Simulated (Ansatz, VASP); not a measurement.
# Two plane-wave programs on CaCdC6N6

Contents of INCAR:

```
PREC = Accurate ; ENCUT = 600
EDIFF = 1E-7 ; ISMEAR = 0
SIGMA = 0.1 ; LREAL = F
LASPH = T ; NELM = 200
ALGO = Normal ; ISIF = 3
LWAVE = F ; LCHARG = F
ISPIN = 2 ; MAGMOM = 0 0 1 1 1 1 1 1 1 1 1 1 1 1
LORBIT = 11 ; GGA = PE
IBRION = 2 ; NSW = 90
EDIFFG = -0.04 ; GGA_COMPAT = F
NELMIN = 4 ; KPAR = 4
```

File KPOINTS:

```
regular mesh
0
Gamma
  4 4 4
```

POSCAR

```
CaCdC6N6
1.0
    0.0000000000      5.3810000000      5.3810000000
    5.3810000000      0.0000000000      5.3810000000
    5.3810000000      5.3810000000      0.0000000000
Ca Cd C N
1 1 6 6
Direct
    0.5000000000      0.5000000000      0.5000000000
    0.0000000000      0.0000000000      0.0000000000
    0.8140680200      0.1859319800      0.1859319800
    0.1859319800      0.8140680200      0.1859319800
    0.1859319800      0.1859319800      0.8140680200
    0.1859319800      0.8140680200      0.8140680200
    0.8140680200      0.1859319800      0.8140680200
    0.8140680200      0.8140680200      0.1859319800
    0.7053521700      0.2946478300      0.2946478300
    0.2946478300      0.7053521700      0.2946478300
    0.2946478300      0.2946478300      0.7053521700
    0.2946478300      0.7053521700      0.7053521700
    0.7053521700      0.2946478300      0.7053521700
    0.7053521700      0.7053521700      0.2946478300
```

Input for Ansatz:

```yaml
crystal:
  lattice:
    - [0.0, 5.381, 5.381]
    - [5.381, 0.0, 5.381]
    - [5.381, 5.381, 0.0]
  atoms:
    - { symbol: Ca, position: [0.5, 0.5, 0.5] }
    - { symbol: Cd, position: [0.0, 0.0, 0.0] }
    - { symbol: C, position: [0.81406802, 0.18593198, 0.18593198], spin: 1.0 }
    - { symbol: C, position: [0.18593198, 0.81406802, 0.18593198], spin: 1.0 }
    - { symbol: C, position: [0.18593198, 0.18593198, 0.81406802], spin: 1.0 }
    - { symbol: C, position: [0.18593198, 0.81406802, 0.81406802], spin: 1.0 }
    - { symbol: C, position: [0.81406802, 0.18593198, 0.81406802], spin: 1.0 }
    - { symbol: C, position: [0.81406802, 0.81406802, 0.18593198], spin: 1.0 }
    - { symbol: "N", position: [0.70535217, 0.29464783, 0.29464783], spin: 1.0 }
    - { symbol: "N", position: [0.29464783, 0.70535217, 0.29464783], spin: 1.0 }
    - { symbol: "N", position: [0.29464783, 0.29464783, 0.70535217], spin: 1.0 }
    - { symbol: "N", position: [0.29464783, 0.70535217, 0.70535217], spin: 1.0 }
    - { symbol: "N", position: [0.70535217, 0.29464783, 0.70535217], spin: 1.0 }
    - { symbol: "N", position: [0.70535217, 0.70535217, 0.29464783], spin: 1.0 }
basis:
  ecutwfc: 420
kpoints:
  mp_grid: { grid: [4, 4, 4] }
hamiltonian:
  xc: pbe
scf:
  occupations: { method: gaussian, width: 0.1 }
  lower_state_search: "off"
output:
  forces: true
  stress: true
  eigenvalues: true
  populations: true
magnetization:
  spin_polarized: true
relax:
  adjacent_minimum: "off"
  f_tol: 0.04
  max_steps: 70
  cell: { stress_tol: 0.4 }
```

Alike in both runs: task relaxation of cell and atoms; functional PBE; k mesh 4 × 4 × 4; occupations gaussian, width 0.1 eV; collinear spin.

|  | VASP | Ansatz |
| --- | --- | --- |
| version | VASP 6.6.1 | Ansatz 0.2.0 |
| potentials or method | VASP PAW PBE potentials, release 64 (Ca_sv, Cd, C, N), cutoff 600 eV | scalar-relativistic, plane waves, PAW |
| valence electrons in the cell | 76 | 84 |

```csv
,VASP,Ansatz,Ansatz less VASP
"gap on the k mesh at the Fermi level, each at its own relaxed structure (eV)",0.57,0.57,+0.006
net moment per atom (μB),0.14,0.14,0.000
size of the moment on the site where the two differ most (μB),0.19,0.08,-0.105
relaxed volume (Å³/atom),29.07,28.98,-0.097
relaxed cell length with the largest relative difference (Å),8.319,8.309,-0.0093
```

Site moments also hang on the region over which each program counts them. VASP's potentials hold 76 valence electrons a cell and Ansatz's 84, so a difference there can come from the potentials and not from the codes.

Noted on VASP's run: the standard files for N, O and F lose accuracy on very short bonds; the volume moved by over 15 % at a fixed basis, so the end points are rough.
